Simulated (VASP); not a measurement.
# Cd (R-3m) in VASP: further runs

The runs below take Cd through relaxation of cell and atoms, single point, with PBE.

All numbers are computed with VASP 6.6.1; they aren't measurements. Logs are shortened: lines on timing, memory, paths and dates and some standing lists are left out, and cuts for length are marked.

### 1 The cell of the first run

The structure is trigonal, space group R-3m (No. 166). Conventional cell: a = 7.528 Å, b = 7.528 Å, c = 21.565 Å, α = 90.00°, β = 90.00°, γ = 120.00°. Cd (site symmetry m) has 6 Cd at 2.86 to 3.10 Å within 3.8 Å. Cd (site symmetry m) has 7 Cd at 2.97 to 3.14 Å within 3.9 Å.

### 2 Relaxation of cell and atoms, PBE

INCAR

```
SYSTEM = Cd
PREC = Accurate
ENCUT = 600
EDIFF = 1E-7
ISMEAR = 0
SIGMA = 0.1
LREAL = .False.
LASPH = .True.
NELM = 60
ALGO = Fast
ISIF = 3
LWAVE = .False.
LCHARG = .False.
GGA = PE
IBRION = 2
NSW = 100
EDIFFG = -0.01
LUSENCCL = .False.
```

KPOINTS

```
Automatic mesh
0
Gamma
  6 6 6
  0 0 0
```

POSCAR

```
Cd
1.0
    3.7639688076      2.1731284043      7.1883072209
   -3.7639688076      2.1731284043      7.1883072209
    0.0000000000     -4.3462568085      7.1883072209
Cd
12
Direct
    0.0981495516      0.4921710971      0.0981495516
    0.0981495516      0.0981495516      0.4921710971
    0.4921710971      0.0981495516      0.0981495516
    0.9018504484      0.5078289029      0.9018504484
    0.5078289029      0.9018504484      0.9018504484
    0.9018504484      0.9018504484      0.5078289029
    0.2408313151      0.6382819271      0.2408313151
    0.2408313151      0.2408313151      0.6382819271
    0.6382819271      0.2408313151      0.2408313151
    0.7591686849      0.3617180729      0.7591686849
    0.3617180729      0.7591686849      0.7591686849
    0.7591686849      0.7591686849      0.3617180729
```

Potentials or basis: VASP PAW PBE potentials, release 64 (Cd).

On the command line:

```bash
$ cat potpaw_PBE.64/Cd/POTCAR > POTCAR
$ mpirun -np 1 vasp_std > vasp.out
```

OUTCAR:

```text
SYSTEM = Cd
   PREC = Accurate
   ENCUT = 600
   EDIFF = 1E-7
   ISMEAR = 0
   LREAL = .False.
   LASPH = .True.
   NELM = 60
   ISIF = 3
   GGA = PE
   IBRION = 2
   NSW = 100
   EDIFFG = -0.01

 ion  position               nearest neighbor table
   1  0.098  0.492  0.098-   4 2.86  11 2.97  12 2.97   2 2.97   3 2.97   7 3.10
   2  0.098  0.098  0.492-   6 2.86  10 2.97  11 2.97   3 2.97   1 2.97   8 3.10
   3  0.492  0.098  0.098-   5 2.86  10 2.97  12 2.97   2 2.97   1 2.97   9 3.10
   4  0.902  0.508  0.902-   1 2.86   9 2.97   8 2.97   6 2.97   5 2.97  10 3.10
   5  0.508  0.902  0.902-   3 2.86   7 2.97   8 2.97   6 2.97   4 2.97  11 3.10
   6  0.902  0.902  0.508-   2 2.86   7 2.97   9 2.97   4 2.97   5 2.97  12 3.10
   7  0.241  0.638  0.241-   5 2.97   6 2.97   8 2.99   9 2.99   1 3.10  11 3.14  12 3.14
   8  0.241  0.241  0.638-   4 2.97   5 2.97   7 2.99   9 2.99   2 3.10  10 3.14  11 3.14
   9  0.638  0.241  0.241-   4 2.97   6 2.97   8 2.99   7 2.99   3 3.10  10 3.14  12 3.14
  10  0.759  0.362  0.759-   3 2.97   2 2.97  12 2.99  11 2.99   4 3.10   9 3.14   8 3.14
  11  0.362  0.759  0.759-   1 2.97   2 2.97  12 2.99  10 2.99   5 3.10   7 3.14   8 3.14
  12  0.759  0.759  0.362-   1 2.97   3 2.97  10 2.99  11 2.99   6 3.10   7 3.14   9 3.14

  LATTYP: Found a trigonal (rhomboedric) cell.
 ALAT       =     8.4001017225
 COS(alpha) =     0.5984376967

  Lattice vectors:

 A1 = (   3.7639688076,   2.1731284043,   7.1883072209)
 A2 = (  -3.7639688076,   2.1731284043,   7.1883072209)
 A3 = (   0.0000000000,  -4.3462568085,   7.1883072209)

Analysis of symmetry for initial positions (statically):
=====================================================================
 Subroutine PRICEL returns:
 Original cell was already a primitive cell.

 Routine SETGRP: Setting up the symmetry group for a
 trigonal (rhombohedral) supercell.

 Subroutine GETGRP returns: Found 12 space group operations
 (whereof 12 operations were pure point group operations)
 out of a pool of 12 trial point group operations.

The static configuration has the point symmetry D_3d.

Analysis of symmetry for dynamics (positions and initial velocities):
=====================================================================
 Subroutine PRICEL returns:
 Original cell was already a primitive cell.

 Routine SETGRP: Setting up the symmetry group for a
 trigonal (rhombohedral) supercell.

 Subroutine GETGRP returns: Found 12 space group operations
 (whereof 12 operations were pure point group operations)
 out of a pool of 12 trial point group operations.

The dynamic configuration has the point symmetry D_3d.

 Subroutine INISYM returns: Found 12 space group operations
 (whereof 12 operations are pure point group operations),
 and found     1 'primitive' translations

----------------------------------------------------------------------------------------

                                     Primitive cell

  volume of cell :     352.7843

  direct lattice vectors                    reciprocal lattice vectors
     3.763968808  2.173128404  7.188307221     0.132838508  0.076694348  0.046371604
    -3.763968808  2.173128404  7.188307221    -0.132838508  0.076694348  0.046371604
     0.000000000 -4.346256808  7.188307221     0.000000000 -0.153388697  0.046371604

  length of vectors
     8.400101722  8.400101722  8.400101722     0.160244868  0.160244868  0.160244868

  position of ions in fractional coordinates (direct lattice)
     0.098149552  0.492171097  0.098149552
     0.098149552  0.098149552  0.492171097
     0.492171097  0.098149552  0.098149552
     0.901850448  0.507828903  0.901850448
     0.507828903  0.901850448  0.901850448
     0.901850448  0.901850448  0.507828903
     0.240831315  0.638281927  0.240831315
     0.240831315  0.240831315  0.638281927
     0.638281927  0.240831315  0.240831315
     0.759168685  0.361718073  0.759168685
     0.361718073  0.759168685  0.759168685
     0.759168685  0.759168685  0.361718073

  ion indices of the primitive-cell ions
   primitive index   ion index
                 1           1
                 2           2
                 3           3
                 4           4
                 5           5
                 6           6
                 7           7
                 8           8
                 9           9
                10          10
                11          11
                12          12

----------------------------------------------------------------------------------------

 KPOINTS: Automatic mesh

Automatic generation of k-mesh.
 Grid dimensions read from file:
 generate k-points for:    6    6    6

 Generating k-lattice:

  Cartesian coordinates                     Fractional coordinates (reciprocal lattice)
     0.022139751  0.012782391  0.007728601     0.166666667 -0.000000000  0.000000000
    -0.022139751  0.012782391  0.007728601    -0.000000000  0.166666667  0.000000000
     0.000000000 -0.025564783  0.007728601     0.000000000  0.000000000  0.166666667

  Length of vectors
     0.026707478  0.026707478  0.026707478

  Shift w.r.t. Gamma in fractional coordinates (k-lattice)
     0.000000000  0.000000000  0.000000000

 Subroutine IBZKPT returns following result:
 ===========================================

 Found     32 irreducible k-points:

 Following reciprocal coordinates:
            Coordinates               Weight
  0.000000  0.000000  0.000000      1.000000
  0.166667  0.000000  0.000000      6.000000
  0.333333  0.000000  0.000000      6.000000
  0.500000  0.000000  0.000000      3.000000
  0.166667  0.166667  0.000000      6.000000
  0.333333  0.166667  0.000000     12.000000
[... 16 lines left out ...]
  0.500000  0.500000  0.166667      6.000000
 -0.333333  0.500000  0.166667     12.000000
 [... further k-points ...]
   k-points           NKPTS =     32   k-points in BZ     NKDIM =     32   number of bands    NBANDS=     86
   number of dos      NEDOS =    301   number of ions     NIONS =     12
   total plane-waves  NPLWV = 343000
   dimension x,y,z NGX =    70 NGY =   70 NGZ =   70
   dimension x,y,z NGXF=   140 NGYF=  140 NGZF=  140
   ions per type =              12
   NGX,Y,Z   is equivalent  to a cutoff of  13.85, 13.85, 13.85 a.u.
   NGXF,Y,Z  is equivalent  to a cutoff of  27.71, 27.71, 27.71 a.u.
 SYSTEM =  Cd
   PREC   = accura    normal or accurate (medium, high low for compatibility)
   ISTART =      0    job   : 0-new  1-cont  2-samecut
   ICHARG =      2    charge: 1-file 2-atom 10-const
   ISPIN  =      1    spin polarized calculation?
   LNONCOLLINEAR =      F non collinear calculations
   LSORBIT =      F    spin-orbit coupling
   LASPH  =      T    aspherical Exc in radial PAW
   ENCUT  =  600.0 eV  44.10 Ry    6.64 a.u.  16.78 16.78 16.78*2*pi/ulx,y,z
   NELM   =     60;   NELMIN=  2; NELMDL= -5     # of ELM steps
   EDIFF  = 0.1E-06   stopping-criterion for ELM
   LREAL  =      F    real-space projection
   EDIFFG = -.1E-01   stopping-criterion for IOM
   NSW    =    100    number of steps for IOM
   IBRION =      2    ionic relax: 0-MD 1-quasi-New 2-CG
   NFREE  =      1    steps in history (QN), initial steepest desc. (CG)
   ISIF   =      3    stress and relaxation
   ISYM   =      2    0-nonsym 1-usesym 2-fastsym
   POTIM  = 0.5000    time-step for ionic-motion
   TEBEG  =    0.0;   TEEND  =   0.0 temperature during run
   PSTRESS=    0.0 pullay stress
   NELECT =     144.0000    total number of electrons
   NUPDOWN=      -1.0000    fix difference up-down
   EMIN   =  10.00;   EMAX   =-10.00  energy-range for DOS
   EFERMI =   0.00;   METHOD = LEGACY
   ISMEAR =     0;   SIGMA  =   0.10  broadening in eV -4-tet -1-fermi 0-gaus
   EFERMI_NEDOS =   21; number of points for ismear=-14 and -15
   IALGO  =     68    algorithm
   IMIX   =      4    mixing-type and parameters
     AMIX     =   0.40;   BMIX     =  1.00
     AMIX_MAG =   1.60;   BMIX_MAG =  1.00
  volume/ion in A,a.u.               =      29.40       198.39
  Fermi-wavevector in a.u.,A,eV,Ry     =   1.214393  2.294870 20.065195  1.474750
  Thomas-Fermi vector in A             =   2.349814
   LORBIT       =      0    0 simple, 1 ext, 2 COOP (PROOUT), +10 PAW based schemes
   GGA     = PE    functional components
   LHFCALC =     F    Hartree Fock is set to
   AEXX    =    0.0000 exact exchange contribution
   IVDW    =     0    specifies the selected vdW correction
   LEPSILON=     F    determine dielectric tensor
   LRPA    =     F    only Hartree local field effects (RPA)
 conjugate gradient relaxation of ions
 non-spin polarized calculation
 RMM-DIIS sequential band-by-band and
 Gauss-broadening in eV      SIGMA  =   0.10
  energy-cutoff  :      600.00
  volume of cell :      352.78
 maximum number of plane-waves:     11796
 NGX is ok and might be reduce to    70

--------------------------------------- Ionic step        1  -------------------------------------------

 number of electron     144.0000008 magnetization

 Free energy of the ion-electron system (eV)
  ---------------------------------------------------
  ext. energy  EPLUGINS =         0.00000000
  ---------------------------------------------------
  free energy    TOTEN  =        -7.16920853 eV

  energy without entropy =       -7.13747030  energy(sigma->0) =       -7.15333942

------------------------ aborting loop because EDIFF is reached ----------------------------------------

  FORCE on cell =-STRESS in cart. coord.  units (eV):
  Direction    XX          YY          ZZ          XY          YZ          ZX
  --------------------------------------------------------------------------------------
  -------------------------------------------------------------------------------------
  Total        0.6725561      0.6725561     -0.3336944      0.0000000     -0.0000000      0.0000000
  in kB        3.0544273      3.0544273     -1.5154799      0.0000000     -0.0000000      0.0000000
  external PRESSURE =       1.5311249 kB  Pullay stress =       0.0000000 kB
[... 353 lines left out ...]
  energy  without entropy=       -7.1515324087  energy(sigma->0) =       -7.16730592

--------------------------------------- Ionic step        9  -------------------------------------------

 number of electron     144.0000003 magnetization

 Free energy of the ion-electron system (eV)
  ---------------------------------------------------
  ext. energy  EPLUGINS =         0.00000000
  ---------------------------------------------------
  free energy    TOTEN  =        -7.18312260 eV

  energy without entropy =       -7.15165533  energy(sigma->0) =       -7.16738897

 E-fermi :   0.9465     XC(G=0):  -9.2324

 val. band max:        0.9398619542   @ k =  -0.1667   0.1667   0.1667
 cond. band min:       0.9616462244   @ k =   0.5000   0.3333   0.0000
 fundamental gap:      0.0217842702
 Fermi energy:         0.9465221873

 k-point     1 :       0.0000    0.0000    0.0000
  band No.  band energies     occupation
      1      -8.3770      2.00000
      2      -8.3137      2.00000
      3      -8.2976      2.00000
      4      -8.2976      2.00000
      5      -8.2372      2.00000
      6      -8.2094      2.00000
[... 2077 lines left out ...]
     83       4.6229      0.00000
     84       4.8794      0.00000

 [... further k-points ...]

 [bands above 84 left out]

------------------------ aborting loop because EDIFF is reached ----------------------------------------

  FORCE on cell =-STRESS in cart. coord.  units (eV):
  Direction    XX          YY          ZZ          XY          YZ          ZX
  --------------------------------------------------------------------------------------
  -------------------------------------------------------------------------------------
  Total       -0.0077147     -0.0077147      0.0165979      0.0000000      0.0000000      0.0000000
  in kB       -0.0348944     -0.0348944      0.0750741      0.0000000      0.0000000      0.0000000
  external PRESSURE =       0.0017618 kB  Pullay stress =       0.0000000 kB
[... 27 lines left out ...]
  FREE ENERGIE OF THE ION-ELECTRON SYSTEM (eV)
  ---------------------------------------------------
  free  energy   TOTEN  =        -7.1831226045 eV

  energy  without entropy=       -7.1516553301  energy(sigma->0) =       -7.16738897

 reached required accuracy - stopping structural energy minimisation
```

Run time: 22 min. Hardware: 1 × NVIDIA H100 80GB with 1 thread of AMD EPYC 7R13 (Zen 3), shared host; peak memory 2.1 GiB.

Results:

| Item | Value |
| --- | --- |
| Free energy | -7.1831 eV |
| Relaxed volume | 29.52 Å³/atom |
| Relaxed cell | a = 8.398 Å, b = 8.398 Å, c = 8.398 Å, α = 53.41°, β = 53.41°, γ = 53.41° |
| Space group after relaxing (to 0.1 Å) | R-3m (No. 166) |
| Energy gained by relaxing | 1.2 meV/atom |
| Ionic steps | 9 |
| Pressure after relaxing | 0.0 GPa |
| Largest force after relaxing | 0.010 eV/Å |
| Band gap on the k mesh | zero (bands 72 and 73 overlap by 1.39 eV) |

Forces in eV/Å, atoms in the order of the input:
```
Cd  -0.003  0.002 -0.008
Cd   0.000 -0.003 -0.008
Cd   0.003  0.002 -0.008
Cd   0.003 -0.002  0.008
Cd  -0.003 -0.002  0.008
Cd   0.000  0.003  0.008
Cd   0.005 -0.003 -0.008
Cd   0.000  0.006 -0.008
Cd  -0.005 -0.003 -0.008
Cd  -0.005  0.003  0.008
Cd   0.005  0.003  0.008
Cd   0.000 -0.006  0.008
```

The path:
| step | energy change (eV) | largest force (eV/Å) | pressure (GPa) | volume (Å³) |
| --- | --- | --- | --- | --- |
| 1 | 0.0000 | 0.1438 | 0.15 | 352.78 |
| 2 | -0.0089 | 0.0869 | 0.02 | 354.22 |
| 3 | -0.0120 | 0.0365 | -0.11 | 355.72 |
| 4 | -0.0130 | 0.0256 | -0.04 | 354.64 |
| 5 | -0.0132 | 0.0103 | 0.08 | 353.02 |
| 6 | -0.0134 | 0.0157 | 0.04 | 353.62 |
| 7 | -0.0137 | 0.0094 | 0.03 | 353.84 |
| 8 | -0.0139 | 0.0130 | -0.01 | 354.38 |
| 9 | -0.0139 | 0.0096 | 0.00 | 354.22 |

Final structure:
```xyz
12
Lattice="3.7742 2.1790 7.1786 -3.7742 2.1790 7.1786 0.0000 -4.3580 7.1786" Properties=species:S:1:pos:R:3 pbc="T T T"
Cd   -1.5078    0.8705    4.9415
Cd    0.0000   -1.7411    4.9415
Cd    1.5078    0.8705    4.9415
Cd    1.5078   -0.8705   16.5944
Cd   -1.5078   -0.8705   16.5944
Cd    0.0000    1.7411   16.5944
Cd   -1.5082    0.8708    8.0429
Cd    0.0000   -1.7415    8.0429
Cd    1.5082    0.8708    8.0429
Cd    1.5082   -0.8708   13.4930
Cd   -1.5082   -0.8708   13.4930
Cd    0.0000    1.7415   13.4930
```

### 3 Single point, PBE

This run uses another cell than the first one: it holds 1 atom, not 12.

INCAR

```
SYSTEM = Cd
ALGO     = Fast           ! electronic algorithm
EDIFF    = 1E-7           ! SCF threshold, eV
ENCUT    = 520            ! plane-wave cutoff, eV
GGA      = PE             ! functional
ISIF     = 2              ! what is computed and relaxed
ISMEAR   = 0              ! smearing method
LASPH    = .TRUE.         ! aspherical terms in the spheres
LCHARG   = .FALSE.        ! write CHGCAR
LREAL    = .FALSE.        ! projectors in reciprocal space
LWAVE    = .FALSE.        ! write WAVECAR
NBANDS   = 12             ! bands
NELM     = 80             ! most SCF steps
PREC     = Accurate       ! precision mode
SIGMA    = 0.1            ! smearing width, eV
```

KPOINTS

```
k-points
0
G
  21 21 21
  0 0 0
```

POSCAR

```
Cd
1.0
    2.4205754205      1.3975198706      1.1675684616
   -2.4205754205      1.3975198706      1.1675684616
    0.0000000000     -2.7950397412      1.1675684617
Cd
1
Direct
    0.0000000000      0.0000000000      0.0000000000
```

Potentials or basis: VASP PAW PBE potentials, release 64 (Cd).

On the command line:

```bash
$ cat potpaw_PBE.64/Cd/POTCAR > POTCAR
$ mpirun -np 1 vasp_std > vasp.out
```

Run time: 88 s. Hardware: 1 thread of AMD EPYC 9R45 (Zen 5), shared host; peak memory 0.3 GiB.

The run converged. Its results:

- Free energy: -0.6950 eV
- Pressure: 0.2 GPa
- Band gap on the k mesh: zero (bands 6 and 7 overlap by 4.84 eV)

Stress tensor (GPa, compression positive):
```
0.27 0.00 0.00
0.00 0.27 0.00
0.00 0.00 0.18
```

Levels at points of the mesh, in eV from the Fermi level:
```
           k point  band 4  band 5  band 6  band 7  band 8  band 9
(0.00, 0.00, 0.00)   -8.45   -8.45   -8.19   12.98   13.06   13.06
```

### 4 Single point, PBE

This run uses another cell than the first one: it holds 2 atoms, not 12.

INCAR

```
ALGO = Fast
EDIFF = 1E-7
ENCUT = 520
GGA = PE
ISIF = 2
ISMEAR = 0
LASPH = True
LCHARG = False
LREAL = False
LWAVE = False
NBANDS = 19
NELM = 80
PREC = Accurate
SIGMA = 0.1
```

KPOINTS

```
k-points
0
Gamma
  21 21 21
```

POSCAR

```
Cd
1.0
    1.5257007718      0.8808637513      5.9882794895
   -1.5257007718      0.8808637513      5.9882794895
    0.0000000000     -1.7617275026      5.9882794895
Cd
2
Direct
    0.0872761916      0.0872761916      0.0872761916
    0.9127238084      0.9127238084      0.9127238084
```

On the command line:

```bash
$ cat potpaw_PBE.64/Cd/POTCAR > POTCAR
$ mpirun -np 1 vasp_std > vasp.out
```

Wall time 67 min (1 thread of AMD EPYC 7R13, shared host); peak memory 0.8 GiB.

It converged, with:

| Item | Value |
| --- | --- |
| Free energy | -1.4152 eV |
| Pressure | 0.2 GPa |
| Band gap on the k mesh | zero (bands 12 and 13 overlap by 4.53 eV) |

Stress tensor (GPa, compression positive):
```
0.28 0.00 0.00
0.00 0.28 0.00
0.00 0.00 0.15
```

Levels at points of the mesh, in eV from the Fermi level:
| k point | band 8 | band 9 | band 10 | band 11 | band 12 | band 13 | band 14 | band 15 | band 16 | band 17 |
| --- | --- | --- | --- | --- | --- | --- | --- | --- | --- | --- |
| (0.00, 0.00, 0.00) | -8.40 | -8.39 | -8.39 | -8.08 | -3.31 | -2.55 | 9.13 | 12.96 | 14.74 | 14.98 |

### 5 Overview

| task | cell | k mesh | cutoff (eV) | gap on the mesh (eV) | pressure (GPa) |
| --- | --- | --- | --- | --- | --- |
| relaxation of cell and atoms | relaxed from a = 8.400 Å, angles 53.2°, 12 atoms, atomic positions A | 6 × 6 × 6 | 600 | none | 0.0 |
| single point | a = 3.029 Å, angles 106.1°, 1 atom, atomic positions B | 21 × 21 × 21 | 520 | none | 0.2 |
| single point | a = 6.242 Å, angles 28.3°, 2 atoms, atomic positions C | 21 × 21 × 21 | 520 | none | 0.2 |

Alike in all rows: level PBE; potentials or basis VASP PAW PBE potentials, release 64 (Cd); no spin polarisation; smearing gaussian 0.1 eV.

Total energies depend on the potentials used, so only differences within one code and one set of settings carry meaning.

The gap in the log of VASP goes by the Fermi energy; the results here count the filled bands.